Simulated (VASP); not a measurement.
Here is a VASP 6.6.1 calculation.

File POSCAR:

```
GaGe
1.0
    0.0000000000      2.8978440000      2.8978440000
    2.8978440000      0.0000000000      2.8978440000
    2.8978440000      2.8978440000      0.0000000000
Ge Ga
1 1
Direct
    0.0000000000      0.0000000000      0.0000000000
    0.2500000000      0.2500000000      0.2500000000
```

The input INCAR.step1:

```
SYSTEM = GaGe
ALGO = Normal
EDIFF = 1E-5
ENCUT = 520
GGA = PE
ISIF = 2
ISMEAR = -1
LASPH = .TRUE.
LCHARG = .FALSE.
LREAL = .FALSE.
LWAVE = .TRUE.
NBANDS = 20
NELM = 80
PREC = Accurate
SIGMA = 0.05
```

File INCAR.step2:

```
SYSTEM = GaGe
AEXX = 0.25
ALGO = Normal
EDIFF = 1E-6
ENCUT = 520
GGA = PE
ISIF = 2
ISMEAR = -1
ISTART = 1
LASPH = .TRUE.
LCHARG = .FALSE.
LHFCALC = .TRUE.
LREAL = .FALSE.
LWAVE = .FALSE.
NBANDS = 20
NELM = 80
PREC = Accurate
PRECFOCK = Normal
SIGMA = 0.05
```

Contents of KPOINTS:

```
k-points
0
G
  4 4 4
  0 0 0
```

Potentials or basis: VASP PAW PBE potentials, release 64 (Ge_d, Ga_d).

Run with:

```bash
$ cat potpaw_PBE.64/Ge_d/POTCAR potpaw_PBE.64/Ga_d/POTCAR > POTCAR
$ cp INCAR.step1 INCAR
$ mpirun -np 1 vasp_std > vasp.out
$ cp INCAR.step2 INCAR
$ mpirun -np 1 vasp_std > vasp.out
```

(1) What does it give for the pressure?

## Answers

(1) -2.0 GPa.

Caveat: the k points lie up to 0.47 Å⁻¹ apart; the PAW data sets were made with another functional, which shifts forces and pressure a little.
